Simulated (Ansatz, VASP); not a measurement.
**Be4ZnTe: VASP beside Ansatz**

```xyz
6
Lattice="0.0000 3.3750 3.3750 3.3750 0.0000 3.3750 3.3750 3.3750 0.0000" Properties=species:S:1:pos:R:3 pbc="T T T"
Be    0.8325    2.5425    2.5425
Be    2.5425    0.8325    2.5425
Be    2.5425    2.5425    0.8325
Be    0.8325    0.8325    0.8325
Zn    5.0625    5.0625    5.0625
Te    3.3750    3.3750    3.3750
```

Change from the starting cell: species swapped into the ScNi4Au type (F-43m, No. 216).

Alike in both runs: functional PBE; k mesh 4 × 4 × 4; occupations gaussian, width 0.2 eV; no spin polarisation.

Ansatz relaxed the structure, and its values are those at the end. VASP's run is a single point on that final structure, the one shown.

|  | VASP | Ansatz |
| --- | --- | --- |
| version | VASP 6.6.1 | Ansatz 0.2.0 |
| potentials or method | VASP PAW PBE potentials, release 64 (Be, Zn, Te), cutoff 600 eV | scalar-relativistic, plane waves, PAW |
| valence electrons in the cell | 26 | 36 |

Ansatz gave:

- gap on the k mesh at the Fermi level (eV): none
- pressure (GPa): 0.1
- rms of the force components (eV/Å): 0.052

Problem. Which values does VASP return?

Solution. gap on the k mesh at the Fermi level (eV): none; pressure (GPa): 0.2; rms of the force components (eV/Å): 0.052.

A gap of «none» marks a metal or a gap that the smearing closes. VASP's potentials hold 26 valence electrons a cell and Ansatz's 36, so a difference there can come from the potentials and not from the codes.

The k mesh is coarse, so the values compare programs but aren't converged. Neither program's run includes spin-orbit coupling.
